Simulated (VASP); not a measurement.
Input of a VASP 6.6.1 run:

Contents of INCAR:

```
SYSTEM = Ga
PREC = Accurate ; ENCUT = 500
EDIFF = 1E-6 ; ISMEAR = -1
SIGMA = 0.05 ; LREAL = .FALSE.
LASPH = .TRUE. ; NELM = 120
ALGO = Normal ; ISIF = 2
LWAVE = .FALSE. ; LCHARG = .FALSE.
GGA = CA ; NBANDS = 20
GGA_COMPAT = .FALSE.
```

Contents of KPOINTS:

```
Automatic mesh
0
G
  11 11 9
  0 0 0
```

The input POSCAR:

```
Ga
1.0
    1.3830000000     -4.0265000000      0.0000000000
    1.3830000000      4.0265000000      0.0000000000
   -0.1174474948      0.0000000000      3.3299294416
Ga
2
Direct
    0.8925800000      0.1074200000      0.2050000000
    0.1074200000      0.8925800000      0.7950000000
```

Potentials or basis: VASP PAW LDA potentials, release 64 (Ga_d).

Run with:

```console
$ cat potpaw_LDA.64/Ga_d/POTCAR > POTCAR
$ mpirun -np 1 vasp_std > vasp.out
```

Task: Predict the largest force.

Result: 3.134 eV/Å.

Task: What does it give for the band gap on the k mesh?

Result: Zero (band 13 reaches 8.66 eV, above the bottom of band 14 at 2.31 eV).

Task: What does it give for the pressure?

Result: 4.4 GPa.

Forces in eV/Å, atoms in the order of the input:
```
Ga  -0.063  2.762  1.480
Ga   0.063 -2.762 -1.480
```

Caveat: the cell differs from its parent crystal (shortest bond scaled by 0.82); forces of over 1 eV/Å act on the atoms, so gaps and moduli don't describe the material at rest.
